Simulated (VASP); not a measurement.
Be4Mo, 5 atoms in the cell. It takes space group P6mm (No. 183, hexagonal). Conventional cell: a = 4.123 Å, b = 4.123 Å, c = 4.503 Å, α = 90.00°, β = 90.00°, γ = 120.00°. Be (site symmetry 2mm) has 6 Be at 2.06 to 2.18 Å and 2 Mo at 2.52 Å within 2.7 Å. Within 2.9 Å of Be (site symmetry 6mm) lie 2 Mo at 2.17 to 2.33 Å and 6 Be at 2.18 Å. Mo (site symmetry 6mm) has 8 Be at 2.17 to 2.52 Å within 2.9 Å. The cell was generated, and may not be a known phase.

* Program: VASP 6.6.1
* Task: single point
* Functional: PBE
* Potentials or basis: VASP PAW PBE potentials, release 64 (Be, Mo_sv)
* Cutoff: 520 eV
* k mesh: 12 × 12 × 8
* Occupations: gaussian, width 0.1 eV
* Spin: collinear spin
* Starting moments: [0.0, 0.0, 0.0, 0.0, 0.91] μB
* Dipole correction: no
* Further INCAR settings: ALGO = Normal; EDIFF = 1e-06; NBANDS = 23

Potentials or basis: VASP PAW PBE potentials, release 64 (Be, Mo_sv).

The run is started by

```sh
$ cat potpaw_PBE.64/Be/POTCAR potpaw_PBE.64/Mo_sv/POTCAR > POTCAR
$ mpirun -np 1 vasp_std > vasp.out
```

Hardware: 1 thread of AMD EPYC 9R45 96-Core Processor (Zen 5) (shared host).

Problem. Estimate the wall time of this run.

Solution. Wall time 3.3 min on 1 thread of AMD EPYC 9R45 96-Core Processor (Zen 5), with other jobs on the host, peak memory 0.33 GiB. Counts: scf iterations 17, k points 95.
